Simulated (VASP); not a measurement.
# ZnS (F-43m) in VASP: further runs, part 2 of 2

VASP 6.6.1. Earlier steps stand in the parts before.

## Step 4: Single point, PBE+D3(BJ)

This run uses another cell than the first one, of 19.78 Å³/atom, 1.019 times its volume.

File INCAR:

```
  PREC = Accurate
  ENCUT = 500
  EDIFF = 1E-6
  ISMEAR = 0
  SIGMA = 0.1
  LREAL = F
  LASPH = T
  NELM = 120
  ALGO = Normal
  ISIF = 2
  LWAVE = F
  LCHARG = F
  GGA = PE
  IVDW = 12
  NBANDS = 16
  GGA_COMPAT = F
```

File KPOINTS:

```
Automatic mesh
0
Gamma
  6 6 6
```

File POSCAR:

```
ZnS
1.0
    0.0000000000      2.7046500000      2.7046500000
    2.7046500000      0.0000000000      2.7046500000
    2.7046500000      2.7046500000      0.0000000000
Zn S
1 1
Direct
    0.0000000000      0.0000000000      0.0000000000
    0.7500000000      0.7500000000      0.7500000000
```

Potentials or basis: VASP PAW PBE potentials, release 64 (Zn, S).

Launch:

```console
> cat potpaw_PBE.64/Zn/POTCAR potpaw_PBE.64/S/POTCAR > POTCAR
> mpirun -np 1 vasp_std > vasp.out
```

OUTCAR:

```text
PREC = Accurate
   ENCUT = 500
   EDIFF = 1E-6
   ISMEAR = 0
   LREAL = F
   LASPH = T
   NELM = 120
   ISIF = 2
   GGA = PE
   IVDW = 12
 IVDW          = 12

 ion  position               nearest neighbor table
   1  0.000  0.000  0.000-   2 2.34   2 2.34   2 2.34   2 2.34
   2  0.750  0.750  0.750-   1 2.34   1 2.34   1 2.34   1 2.34

  LATTYP: Found a face centered cubic cell.
 ALAT       =     5.4093000000

  Lattice vectors:

 A1 = (   0.0000000000,   2.7046500000,   2.7046500000)
 A2 = (   2.7046500000,   0.0000000000,   2.7046500000)
 A3 = (   2.7046500000,   2.7046500000,   0.0000000000)

Analysis of symmetry for initial positions (statically):
=====================================================================
 Subroutine PRICEL returns:
 Original cell was already a primitive cell.

 Routine SETGRP: Setting up the symmetry group for a
 face centered cubic supercell.

 Subroutine GETGRP returns: Found 24 space group operations
 (whereof 24 operations were pure point group operations)
 out of a pool of 48 trial point group operations.

The static configuration has the point symmetry T_d .

Analysis of symmetry for dynamics (positions and initial velocities):
=====================================================================
 Subroutine PRICEL returns:
 Original cell was already a primitive cell.

 Routine SETGRP: Setting up the symmetry group for a
 face centered cubic supercell.

 Subroutine GETGRP returns: Found 24 space group operations
 (whereof 24 operations were pure point group operations)
 out of a pool of 48 trial point group operations.

The dynamic configuration has the point symmetry T_d .

 Subroutine INISYM returns: Found 24 space group operations
 (whereof 24 operations are pure point group operations),
 and found     1 'primitive' translations

----------------------------------------------------------------------------------------
[... 101 lines left out ...]
   IALGO  =     38    algorithm
   IMIX   =      4    mixing-type and parameters
     AMIX     =   0.40;   BMIX     =  1.00
     AMIX_MAG =   1.60;   BMIX_MAG =  1.00
  volume/ion in A,a.u.               =      19.78       133.51
  Fermi-wavevector in a.u.,A,eV,Ry     =   1.259055  2.379268 21.568210  1.585219
  Thomas-Fermi vector in A             =   2.392634
   LORBIT       =      0    0 simple, 1 ext, 2 COOP (PROOUT), +10 PAW based schemes
   GGA     = PE    functional components
   LHFCALC =     F    Hartree Fock is set to
   AEXX    =    0.0000 exact exchange contribution
   IVDW    =    12    specifies the selected vdW correction
   LEPSILON=     F    determine dielectric tensor
   LRPA    =     F    only Hartree local field effects (RPA)
 non-spin polarized calculation
 Gauss-broadening in eV      SIGMA  =   0.10
  energy-cutoff  :      500.00
  volume of cell :       39.57
 maximum number of plane-waves:      1018
   NGX = 13   NGY = 13   NGZ = 13

 number of electron      17.9999998 magnetization

 Free energy of the ion-electron system (eV)
  ---------------------------------------------------
  ext. energy  EPLUGINS =         0.00000000
  ---------------------------------------------------
  free energy    TOTEN  =        -6.84521160 eV

  energy without entropy =       -6.84521160  energy(sigma->0) =       -6.84521160

 E-fermi :   2.5282     XC(G=0):  -9.6155

 val. band max:        2.0819758029   @ k =   0.0000   0.0000   0.0000
 cond. band min:       4.1820960377   @ k =   0.0000   0.0000   0.0000
 fundamental gap:      2.1001202348
 Fermi energy:         2.5282242000

 k-point     1 :       0.0000    0.0000    0.0000
  band No.  band energies     occupation
      1     -11.0378      2.00000
      2      -4.2476      2.00000
      3      -4.2476      2.00000
      4      -4.2476      2.00000
      5      -3.7531      2.00000
      6      -3.7531      2.00000
[... 281 lines left out ...]
      3      -3.9557      2.00000
      4      -3.8682      2.00000
      5      -3.7302      2.00000
      6      -3.4012      2.00000
[... 8 lines left out ...]
     15      15.9797      0.00000
     16      16.9220      0.00000

------------------------ aborting loop because EDIFF is reached ----------------------------------------

 Edisp (eV)   -0.61438

 E8    (eV) :    -0.2416

  FORCE on cell =-STRESS in cart. coord.  units (eV):
  Direction    XX          YY          ZZ          XY          YZ          ZX
  --------------------------------------------------------------------------------------
  -------------------------------------------------------------------------------------
  Total      -0.29827    -0.29827    -0.29827     0.00000     0.00000     0.00000
  in kB     -12.07677   -12.07677   -12.07677     0.00000     0.00000     0.00000
  external pressure =      -12.08 kB  Pullay stress =        0.00 kB

 VOLUME and BASIS-vectors are now :
 -----------------------------------------------------------------------------
  energy-cutoff  :      500.00
  volume of cell :       39.57
      direct lattice vectors                 reciprocal lattice vectors
     0.000000000  2.704650000  2.704650000    -0.184866803  0.184866803  0.184866803
     2.704650000  0.000000000  2.704650000     0.184866803 -0.184866803  0.184866803
     2.704650000  2.704650000  0.000000000     0.184866803  0.184866803 -0.184866803

 POSITION                                       TOTAL-FORCE (eV/Angst)
 -----------------------------------------------------------------------------------
      0.00000      0.00000      0.00000        -0.000000     -0.000000     -0.000000
      4.05697      4.05697      4.05697         0.000000      0.000000      0.000000
 -----------------------------------------------------------------------------------
    total drift:                               -0.000000     -0.000000     -0.000000

  FREE ENERGIE OF THE ION-ELECTRON SYSTEM (eV)
  ---------------------------------------------------
  free  energy   TOTEN  =        -7.4595896243 eV

  energy  without entropy=       -7.4595896243  energy(sigma->0) =       -7.45958962
```

Wall time 22 s (1 thread of Intel Xeon 8259CL, shared host); peak memory 0.16 GiB.

Results:

- Free energy: -7.4596 eV
- Pressure: -1.2 GPa
- Band gap on the k mesh: 2.10 eV, direct
- Dispersion energy per atom: -0.307 eV

## Step 5: The runs side by side

```tsv
task	cell	k mesh	cutoff (eV)	smearing	gap on the mesh (eV)	pressure (GPa)
single point	a = 3.801 Å, angles 60.0°, 2 atoms	10 × 10 × 10	520	gaussian 0.02 eV	2.18	0.2
relaxation of cell and atoms	relaxed from a = 3.825 Å, angles 60.0°, 2 atoms	10 × 10 × 10	600	gaussian 0.02 eV	2.17	0.0
single point	a = 3.825 Å, angles 60.0°, 2 atoms	6 × 6 × 6	500	gaussian 0.1 eV	2.10	-1.2
```

Alike in all rows: level PBE+D3(BJ); potentials or basis VASP PAW PBE potentials, release 64 (Zn, S); no spin polarisation.

Total energies depend on the potentials used, so only differences within one code and one set of settings carry meaning.

## Step 6: Comparison with measurements

Step 2. Against the measured gap of ZnS, 3.85 eV (direct; 19 K; quoted in “Electronic, vibrational, and thermodynamic properties of ZnS (zincblende and rocksalt structure)”, 2009, arxiv:0911.5022), the calculated 2.18 eV is off by -1.67 eV. The value is that of PBE+D3(BJ), without temperature or zero-point motion. Semilocal functionals fall short of measured gaps as a rule.

Step 4. Measured gap of ZnS: 3.85 eV (direct; 19 K; quoted in “Electronic, vibrational, and thermodynamic properties of ZnS (zincblende and rocksalt structure)”, 2009, arxiv:0911.5022). This calculation gives 2.10 eV (-1.75 eV). The value is that of PBE+D3(BJ), without temperature or zero-point motion. Semilocal functionals fall short of measured gaps as a rule.
